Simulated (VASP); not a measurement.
# MgF2 (rutile type) (P4_2/mnm) in VASP: further runs

The runs below take MgF2 (rutile type) through single point, with PBE.

Program: VASP 6.6.1. These are calculated values, not measurements. Logs are shortened: lines on timing, memory, paths and dates and some standing lists are left out, and cuts for length are marked.

## 1. The cell of the first run

It takes space group P4_2/mnm (No. 136, tetragonal). Conventional cell: a = 3.973 Å, b = 3.973 Å, c = 2.681 Å, α = 90.00°, β = 90.00°, γ = 90.00°. Within 2.2 Å of Mg (site symmetry mmm) lie 6 F at 1.69 to 1.75 Å. Within 2.3 Å of F (site symmetry m2m) lie 3 Mg at 1.69 to 1.75 Å and 1 F at 2.24 Å.

## 2. Single point, PBE (7.05 Å³/atom)

POSCAR reads:

```
MgF2
1.0
    3.9730202982      0.0000000000      0.0000000000
    0.0000000000      3.9730202982      0.0000000000
    0.0000000000      0.0000000000      2.6808585041
Mg F
2 4
Direct
    0.0000000000      0.0000000000      0.0000000000
    0.5000000000      0.5000000000      0.5000000000
    0.3003569416      0.3003569416      0.0000000000
    0.6996430584      0.6996430584      0.0000000000
    0.8003569416      0.1996430584      0.5000000000
    0.1996430584      0.8003569416      0.5000000000
```

INCAR.step1 reads:

```
  ALGO = Normal
  EDIFF = 1E-6
  ENCUT = 520
  GGA = PE
  GGA_COMPAT = False
  ISIF = 2
  ISMEAR = -1
  LASPH = True
  LCHARG = True
  LORBIT = 11
  LREAL = False
  LWAVE = False
  NBANDS = 25
  NEDOS = 2001
  NELM = 120
  PREC = Accurate
  SIGMA = 0.1
```

KPOINTS.step1 reads:

```
k-points
0
Gamma
  7 7 10
```

INCAR.step2 reads:

```
  ALGO = Normal
  EDIFF = 1E-6
  ENCUT = 520
  GGA = PE
  GGA_COMPAT = False
  ICHARG = 11
  ISIF = 2
  ISMEAR = -5
  LASPH = True
  LCHARG = False
  LORBIT = 10
  LREAL = False
  LWAVE = False
  NBANDS = 25
  NEDOS = 1001
  NELM = 120
  PREC = Accurate
  SIGMA = 0.1
```

KPOINTS.step2 reads:

```
k-points
0
Gamma
  11 11 15
```

Potentials or basis: VASP PAW PBE potentials, release 64 (Mg, F).

Run with:

```
$ cat potpaw_PBE.64/Mg/POTCAR potpaw_PBE.64/F/POTCAR > POTCAR
$ cp INCAR.step1 INCAR
$ cp KPOINTS.step1 KPOINTS
$ mpirun -np 1 vasp_std > vasp.out
$ cp INCAR.step2 INCAR
$ cp KPOINTS.step2 KPOINTS
$ mpirun -np 1 vasp_std > vasp.out
```

OUTCAR:

```text
EDIFF = 1E-6
   ENCUT = 520
   GGA = PE
   ICHARG = 11
   ISIF = 2
   ISMEAR = -5
   LASPH = True
   LORBIT = 10
   LREAL = False
   NELM = 120
   PREC = Accurate

 ion  position               nearest neighbor table
   1  0.000  0.000  0.000-   3 1.69   4 1.69   5 1.75   6 1.75   5 1.75   6 1.75   2 3.11   2 3.11
                             2 3.11   2 3.11   2 3.11   2 3.11   2 3.11   2 3.11
   2  0.500  0.500  0.500-   5 1.69   6 1.69   3 1.75   4 1.75   3 1.75   4 1.75   1 3.11   1 3.11
                             1 3.11   1 3.11   1 3.11   1 3.11   1 3.11   1 3.11
   3  0.300  0.300  0.000-   1 1.69   2 1.75   2 1.75
   4  0.700  0.700  0.000-   1 1.69   2 1.75   2 1.75
   5  0.800  0.200  0.500-   2 1.69   1 1.75   1 1.75
   6  0.200  0.800  0.500-   2 1.69   1 1.75   1 1.75

  LATTYP: Found a simple tetragonal cell.
 ALAT       =     3.9730202982
 C/A-ratio  =     0.6747658715

  Lattice vectors:

 A1 = (   3.9730202982,   0.0000000000,   0.0000000000)
 A2 = (   0.0000000000,   3.9730202982,   0.0000000000)
 A3 = (   0.0000000000,   0.0000000000,   2.6808585041)

Analysis of symmetry for initial positions (statically):
=====================================================================
 Subroutine PRICEL returns:
 Original cell was already a primitive cell.

 Routine SETGRP: Setting up the symmetry group for a
 simple tetragonal supercell.

 Subroutine GETGRP returns: Found 16 space group operations
 (whereof  8 operations were pure point group operations)
 out of a pool of 16 trial point group operations.

The static configuration has the point symmetry D_2h.
 The point group associated with its full space group is D_4h.

Analysis of symmetry for dynamics (positions and initial velocities):
=====================================================================
 Subroutine PRICEL returns:
 Original cell was already a primitive cell.

 Routine SETGRP: Setting up the symmetry group for a
 simple tetragonal supercell.

 Subroutine GETGRP returns: Found 16 space group operations
 (whereof  8 operations were pure point group operations)
 out of a pool of 16 trial point group operations.

The dynamic configuration has the point symmetry D_2h.
 The point group associated with its full space group is D_4h.

 Subroutine INISYM returns: Found 16 space group operations
 (whereof  8 operations are pure point group operations),
 and found     1 'primitive' translations

----------------------------------------------------------------------------------------

                                     Primitive cell

  volume of cell :      42.3171

  direct lattice vectors                    reciprocal lattice vectors
     3.973020298  0.000000000  0.000000000     0.251697682  0.000000000  0.000000000
     0.000000000  3.973020298  0.000000000     0.000000000  0.251697682  0.000000000
     0.000000000  0.000000000  2.680858504     0.000000000  0.000000000  0.373014838

  length of vectors
     3.973020298  3.973020298  2.680858504     0.251697682  0.251697682  0.373014838

  position of ions in fractional coordinates (direct lattice)
     0.000000000  0.000000000  0.000000000
     0.500000000  0.500000000  0.500000000
     0.300356942  0.300356942  0.000000000
     0.699643058  0.699643058  0.000000000
     0.800356942  0.199643058  0.500000000
     0.199643058  0.800356942  0.500000000

  ion indices of the primitive-cell ions
   primitive index   ion index
                 1           1
                 2           2
                 3           3
                 4           4
                 5           5
                 6           6

----------------------------------------------------------------------------------------

 KPOINTS: k-points

Automatic generation of k-mesh.
 Grid dimensions read from file:
 generate k-points for:   11   11   15

 Generating k-lattice:

  Cartesian coordinates                     Fractional coordinates (reciprocal lattice)
     0.022881607  0.000000000  0.000000000     0.090909091  0.000000000  0.000000000
     0.000000000  0.022881607  0.000000000     0.000000000  0.090909091  0.000000000
     0.000000000  0.000000000  0.024867656     0.000000000  0.000000000  0.066666667

  Length of vectors
     0.022881607  0.022881607  0.024867656

  Shift w.r.t. Gamma in fractional coordinates (k-lattice)
     0.000000000  0.000000000  0.000000000

 TETIRR: Found   2696 inequivalent tetrahedra from    10890

 Subroutine IBZKPT returns following result:
 ===========================================

 Found    168 irreducible k-points:

 Following reciprocal coordinates:
            Coordinates               Weight
  0.000000  0.000000  0.000000      1.000000
  0.090909  0.000000  0.000000      4.000000
  0.181818  0.000000  0.000000      4.000000
  0.272727  0.000000  0.000000      4.000000
  0.363636  0.000000  0.000000      4.000000
  0.454545  0.000000  0.000000      4.000000
[... 16 lines left out ...]
  0.090909  0.000000  0.066667      8.000000
  0.181818  0.000000  0.066667      8.000000
 [... further k-points ...]
   k-points           NKPTS =    168   k-points in BZ     NKDIM =    168   number of bands    NBANDS=     25
   number of dos      NEDOS =   1001   number of ions     NIONS =      6
   total plane-waves  NPLWV =  18000
   dimension x,y,z NGX =    30 NGY =   30 NGZ =   20
   dimension x,y,z NGXF=    60 NGYF=   60 NGZF=   40
   ions per type =               2   4
   NGX,Y,Z   is equivalent  to a cutoff of  12.55, 12.55, 12.40 a.u.
   NGXF,Y,Z  is equivalent  to a cutoff of  25.11, 25.11, 24.80 a.u.
 SYSTEM =  unknown system
   PREC   = accura    normal or accurate (medium, high low for compatibility)
   ISTART =      0    job   : 0-new  1-cont  2-samecut
   ICHARG =     11    charge: 1-file 2-atom 10-const
   ISPIN  =      1    spin polarized calculation?
   LNONCOLLINEAR =      F non collinear calculations
   LSORBIT =      F    spin-orbit coupling
   LASPH  =      T    aspherical Exc in radial PAW
   ENCUT  =  520.0 eV  38.22 Ry    6.18 a.u.   7.39  7.39  4.98*2*pi/ulx,y,z
   NELM   =    120;   NELMIN=  2; NELMDL=  0     # of ELM steps
   EDIFF  = 0.1E-05   stopping-criterion for ELM
   LREAL  =      F    real-space projection
   EDIFFG = 0.1E-04   stopping-criterion for IOM
   NSW    =      0    number of steps for IOM
   IBRION =     -1    ionic relax: 0-MD 1-quasi-New 2-CG
   NFREE  =      0    steps in history (QN), initial steepest desc. (CG)
   ISIF   =      2    stress and relaxation
   ISYM   =      2    0-nonsym 1-usesym 2-fastsym
   POTIM  = 0.5000    time-step for ionic-motion
   TEBEG  =    0.0;   TEEND  =   0.0 temperature during run
   PSTRESS=    0.0 pullay stress
   NELECT =      32.0000    total number of electrons
   NUPDOWN=      -1.0000    fix difference up-down
   EMIN   =  10.00;   EMAX   =-10.00  energy-range for DOS
   EFERMI =   0.00;   METHOD = LEGACY
   ISMEAR =    -5;   SIGMA  =   0.10  broadening in eV -4-tet -1-fermi 0-gaus
   EFERMI_NEDOS =   21; number of points for ismear=-14 and -15
   IALGO  =     38    algorithm
   IMIX   =      4    mixing-type and parameters
     AMIX     =   0.40;   BMIX     =  1.00
     AMIX_MAG =   1.60;   BMIX_MAG =  1.00
  volume/ion in A,a.u.               =       7.05        47.59
  Fermi-wavevector in a.u.,A,eV,Ry     =   1.491488  2.818503 30.266643  2.224535
  Thomas-Fermi vector in A             =   2.604136
   LORBIT       =     10    0 simple, 1 ext, 2 COOP (PROOUT), +10 PAW based schemes
   GGA     = PE    functional components
   LHFCALC =     F    Hartree Fock is set to
   AEXX    =    0.0000 exact exchange contribution
   IVDW    =     0    specifies the selected vdW correction
   LEPSILON=     F    determine dielectric tensor
   LRPA    =     F    only Hartree local field effects (RPA)
 non-spin polarized calculation
 Fermi weights with tetrahedron method with Bloechl corrections
  energy-cutoff  :      520.00
  volume of cell :       42.32
 maximum number of plane-waves:      1166
 NGX is ok and might be reduce to    30

 number of electron      31.9999949 magnetization

 Free energy of the ion-electron system (eV)
  ---------------------------------------------------
  ext. energy  EPLUGINS =         0.00000000
  ---------------------------------------------------
  free energy    TOTEN  =       -24.98236527 eV

  energy without entropy =      -24.98236527  energy(sigma->0) =      -24.98236527

 E-fermi :   2.3129     XC(G=0): -12.0245

 val. band max:        2.2912861647   @ k =   0.0000   0.0000   0.0000
 cond. band min:      12.8918693315   @ k =   0.0000   0.0000   0.0000
 fundamental gap:     10.6005831667
 Fermi energy:         2.3128884179

 k-point     1 :       0.0000    0.0000    0.0000
  band No.  band energies     occupation
      1     -20.6673      2.00000
      2     -18.5919      2.00000
      3     -18.5919      2.00000
      4     -18.4098      2.00000
      5      -3.6692      2.00000
      6      -2.5906      2.00000
[... 17 lines left out ...]
     24      27.1925      0.00000
     25      27.6168      0.00000

 k-point     2 :       0.0909    0.0000    0.0000
  band No.  band energies     occupation
      1     -20.6340      2.00000
      2     -18.6758      2.00000
      3     -18.5846      2.00000
      4     -18.3783      2.00000
      5      -3.6177      2.00000
      6      -2.5411      2.00000
[... 17 lines left out ...]
     24      27.2043      0.00000
     25      27.4051      0.00000

 k-point     3 :       0.1818    0.0000    0.0000
  band No.  band energies     occupation
      1     -20.5366      2.00000
      2     -18.8589      2.00000
      3     -18.5631      2.00000
      4     -18.3470      2.00000
      5      -3.4812      2.00000
      6      -2.3748      2.00000
[... 17 lines left out ...]
     24      26.9152      0.00000
     25      27.0798      0.00000

 k-point     4 :       0.2727    0.0000    0.0000
  band No.  band energies     occupation
      1     -20.3793      2.00000
      2     -19.0955      2.00000
      3     -18.5300      2.00000
      4     -18.3434      2.00000
      5      -3.2978      2.00000
      6      -2.0593      2.00000
[... 17 lines left out ...]
     24      26.4994      0.00000
     25      26.5989      0.00000
[... 477 lines left out ...]
 k-point    22 :       0.0000    0.0000    0.0667
  band No.  band energies     occupation
      1     -20.6297      2.00000
      2     -18.5865      2.00000
      3     -18.5865      2.00000
      4     -18.4151      2.00000
      5      -3.6243      2.00000
      6      -2.5384      2.00000
[... 17 lines left out ...]
     24      26.3018      0.00000
     25      27.3725      0.00000

 k-point    23 :       0.0909    0.0000    0.0667
  band No.  band energies     occupation
      1     -20.5968      2.00000
      2     -18.6695      2.00000
      3     -18.5792      2.00000
      4     -18.3837      2.00000
      5      -3.5733      2.00000
      6      -2.4918      2.00000
[... 17 lines left out ...]
     24      26.2670      0.00000
     25      27.1743      0.00000

 k-point    24 :       0.1818    0.0000    0.0667
  band No.  band energies     occupation
      1     -20.5003      2.00000
      2     -18.8484      2.00000
      3     -18.5588      2.00000
      4     -18.3530      2.00000
      5      -3.4378      2.00000
      6      -2.3355      2.00000
[... 17 lines left out ...]
     24      26.1685      0.00000
     25      26.8727      0.00000

 [... further k-points ...]

------------------------ aborting loop because EDIFF is reached ----------------------------------------

  FORCE on cell =-STRESS in cart. coord.  units (eV):
  Direction    XX          YY          ZZ          XY          YZ          ZX
  --------------------------------------------------------------------------------------
  -------------------------------------------------------------------------------------
  Total       33.1488589     33.1488589     33.1947315     -0.0000000      0.0000000      0.0000000
  in kB     1255.0577349   1255.0577349   1256.7945315     -0.0000000      0.0000000      0.0000000
  external PRESSURE =    1255.6366671 kB  Pullay stress =       0.0000000 kB

 VOLUME and BASIS-vectors are now :
 -----------------------------------------------------------------------------
  energy-cutoff  :      520.00
  volume of cell :       42.32
      direct lattice vectors                 reciprocal lattice vectors
     3.973020298  0.000000000  0.000000000     0.251697682  0.000000000  0.000000000
     0.000000000  3.973020298  0.000000000     0.000000000  0.251697682  0.000000000
     0.000000000  0.000000000  2.680858504     0.000000000  0.000000000  0.373014838

 POSITION                                       TOTAL-FORCE (eV/Angst)
 -----------------------------------------------------------------------------------
      0.00000      0.00000      0.00000         0.000000      0.000000     -0.000000
      1.98651      1.98651      1.34043         0.000000      0.000000     -0.000000
      1.19332      1.19332      0.00000         0.032709      0.032709      0.000000
      2.77970      2.77970      0.00000        -0.032709     -0.032709     -0.000000
      3.17983      0.79319      1.34043         0.032709     -0.032709     -0.000000
      0.79319      3.17983      1.34043        -0.032709      0.032709     -0.000000
 -----------------------------------------------------------------------------------
    total drift:                                0.000000      0.000000     -0.000000

  FREE ENERGIE OF THE ION-ELECTRON SYSTEM (eV)
  ---------------------------------------------------
  free  energy   TOTEN  =       -24.9823652652 eV

  energy  without entropy=      -24.9823652652  energy(sigma->0) =      -24.98236527

 total charge

# of ion       s       p       d       tot
------------------------------------------
    1        0.228   0.376   0.237   0.840
    2        0.228   0.376   0.237   0.840
    3        1.750   4.588   0.000   6.339
    4        1.750   4.588   0.000   6.339
    5        1.750   4.588   0.000   6.339
    6        1.750   4.588   0.000   6.339
--------------------------------------------------
tot          7.457  19.106   0.473  27.036
```

Run time: 3.7 min. Hardware: 1 thread of Intel Xeon 8259CL, shared host; peak memory 0.25 GiB.

What came out:

- Valence electrons inside the program's atomic spheres: Mg 0.84; F 6.34

## 3. Single point, PBE (7.05 Å³/atom)

POSCAR is that of step 2.

INCAR.step1 reads:

```
SYSTEM = MgF2
PREC = Accurate
ENCUT = 520
EDIFF = 1E-6
ISMEAR = -1
SIGMA = 0.1
LREAL = .False.
LASPH = .True.
NELM = 120
ALGO = Normal
ISIF = 2
LWAVE = .False.
LCHARG = .True.
GGA = PE
NBANDS = 25
GGA_COMPAT = .False.
NEDOS = 2001
LORBIT = 11
```

KPOINTS.step1 reads:

```
Automatic mesh
0
Gamma
  7 7 10
  0 0 0
```

INCAR.step2 reads:

```
SYSTEM = MgF2
PREC = Accurate
ENCUT = 520
EDIFF = 1E-6
ISMEAR = -5
SIGMA = 0.1
LREAL = .False.
LASPH = .True.
NELM = 120
ALGO = Normal
ISIF = 2
LWAVE = .False.
LCHARG = .False.
GGA = PE
LORBIT = 11
NBANDS = 25
NEDOS = 2001
ICHARG = 11
GGA_COMPAT = .False.
```

KPOINTS.step2 reads:

```
Automatic mesh
0
Gamma
  11 11 15
  0 0 0
```

Potentials or basis: VASP PAW PBE potentials, release 64 (Mg, F).

Run with:

```
$ cat potpaw_PBE.64/Mg/POTCAR potpaw_PBE.64/F/POTCAR > POTCAR
$ cp INCAR.step1 INCAR
$ cp KPOINTS.step1 KPOINTS
$ mpirun -np 1 vasp_std > vasp.out
$ cp INCAR.step2 INCAR
$ cp KPOINTS.step2 KPOINTS
$ mpirun -np 1 vasp_std > vasp.out
```

It took 2.7 min on 1 thread of Intel Xeon 8259CL, shared host; peak memory 0.25 GiB.

Results (log left out):

| Item | Value |
| --- | --- |
| Valence electrons inside the program's atomic spheres | Mg 0.84; F 6.34 |

Levels at points of the mesh, in eV from the valence-band top:
```
           k point  band 12  band 13  band 14  band 15  band 16  band 17  band 18  band 19  band 20  band 21
(0.00, 0.00, 0.00)    -1.97    -0.81    -0.30    -0.30     0.00    10.60    15.36    15.36    15.42    18.26
```

## 4. Single point, PBE (10.01 Å³/atom)

This run uses another cell than the first one, of 10.01 Å³/atom.

POSCAR reads:

```
MgF2
1.0
    4.4865884562      0.0000000000      0.0000000000
    0.0000000000      4.4865884562      0.0000000000
    0.0000000000      0.0000000000      2.9838292967
Mg F
2 4
Direct
    0.0000000000      0.0000000000      0.0000000000
    0.5000000000      0.5000000000      0.5000000000
    0.3017465095      0.3017465095      0.0000000000
    0.6982534905      0.6982534905      0.0000000000
    0.8017465095      0.1982534905      0.5000000000
    0.1982534905      0.8017465095      0.5000000000
```

INCAR.step1 reads:

```
SYSTEM = MgF2
ALGO = Normal
EDIFF = 1E-6
ENCUT = 520
GGA = PE
GGA_COMPAT = .False.
ISIF = 2
ISMEAR = -1
LASPH = .True.
LCHARG = .True.
LORBIT = 11
LREAL = .False.
LWAVE = .False.
NBANDS = 25
NEDOS = 2001
NELM = 120
PREC = Accurate
SIGMA = 0.1
```

KPOINTS.step1 reads:

```
k-points
0
Gamma
  7 7 10
  0 0 0
```

INCAR.step2 reads:

```
SYSTEM = MgF2
ALGO = Normal
EDIFF = 1E-6
ENCUT = 520
GGA = PE
GGA_COMPAT = .False.
ICHARG = 11
ISIF = 2
ISMEAR = -5
LASPH = .True.
LCHARG = .False.
LORBIT = 10
LREAL = .False.
LWAVE = .False.
NEDOS = 1001
NELM = 120
PREC = Accurate
SIGMA = 0.1
```

KPOINTS.step2 reads:

```
k-points
0
Gamma
  11 11 15
  0 0 0
```

Run with:

```
$ cat potpaw_PBE.64/Mg/POTCAR potpaw_PBE.64/F/POTCAR > POTCAR
$ cp INCAR.step1 INCAR
$ cp KPOINTS.step1 KPOINTS
$ mpirun -np 1 vasp_std > vasp.out
$ cp INCAR.step2 INCAR
$ cp KPOINTS.step2 KPOINTS
$ mpirun -np 1 vasp_std > vasp.out
```

Wall time 2.6 min (1 thread of Intel Xeon 8259CL, shared host); peak memory 0.29 GiB.

It converged, with:

* Valence electrons inside the program's atomic spheres: Mg 0.42; F 6.19

Levels at points of the mesh, in eV from the valence-band top:
```
           k point  band 13  band 14  band 15  band 16  band 17  band 18  band 19  band 20
(0.00, 0.00, 0.00)    -0.74    -0.33    -0.33     0.00     7.68    12.80    12.80    14.15
```
